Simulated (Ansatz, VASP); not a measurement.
## B in VASP and in Ansatz

File INCAR:

```
  ALGO = Normal
  EDIFF = 1E-6
  EDIFFG = -0.01
  ENCUT = 600
  GGA = PE
  IBRION = 2
  ISIF = 3
  ISMEAR = -1
  LASPH = T
  LCHARG = F
  LREAL = F
  LWAVE = F
  NELM = 60
  NSW = 80
  PREC = Accurate
  SIGMA = 0.1
```

Contents of KPOINTS:

```
k-points
0
Gamma
  17 17 9
```

Contents of POSCAR:

```
B
1.0
    2.1005919712      0.0000000000      0.0000000000
   -1.0502959856      1.8191660100      0.0000000000
    0.0000000000      0.0000000000      3.4302666889
B
2
Direct
    0.3333333333      0.6666666667      0.2500000000
    0.6666666667      0.3333333333      0.7500000000
```

Input for Ansatz:

```yaml
crystal:
  lattice:
    - [2.1005919712, 0.0, 0.0]
    - [-1.0502959856, 1.81916601, 0.0]
    - [0.0, 0.0, 3.4302666889]
  atoms:
    - { symbol: B, position: [0.3333333333, 0.6666666667, 0.25] }
    - { symbol: B, position: [0.6666666667, 0.3333333333, 0.75] }
hamiltonian:
  xc: pbe
  pseudopotentials:
    kind: paw
    azcp:
      B: "pseudopotentials/B.paw.azcp"
basis:
  ecutwfc: 420
  fft_grid_basis: typed
kpoints:
  mp_grid: { grid: [17, 17, 9], shift: [0, 0, 0] }
magnetization:
  spin_polarized: false
scf:
  occupations: { method: fermi_dirac, width: 0.1 }
relax:
  max_steps: 60
  f_tol: 0.01
  cell: {}
```

Alike in both runs: task relaxation of cell and atoms; functional PBE; k mesh 17 × 17 × 9; occupations fermi-dirac, width 0.1 eV; no spin polarisation.

|  | VASP | Ansatz |
| --- | --- | --- |
| version | VASP 6.6.1 | Ansatz 0.2.0 |
| potentials or method | VASP PAW PBE potentials, release 64 (B), cutoff 600 eV | plane waves (420 eV) with PAW, scalar-relativistic |
| valence electrons in the cell | 6 | 6 |

|  | VASP | Ansatz | Ansatz less VASP |
| --- | --- | --- | --- |
| relaxed volume (Å³/atom) | 7.81 | 11.66 | +3.851 |
| relaxed cell length with the largest relative difference (Å) | 6.137 | 9.159 | +3.0214 |

One of these differences is far larger than is usual between the two programs; its cause wasn't traced.

Noted on VASP's run: the volume moved by over 15 % at a fixed basis, so the end points are rough.
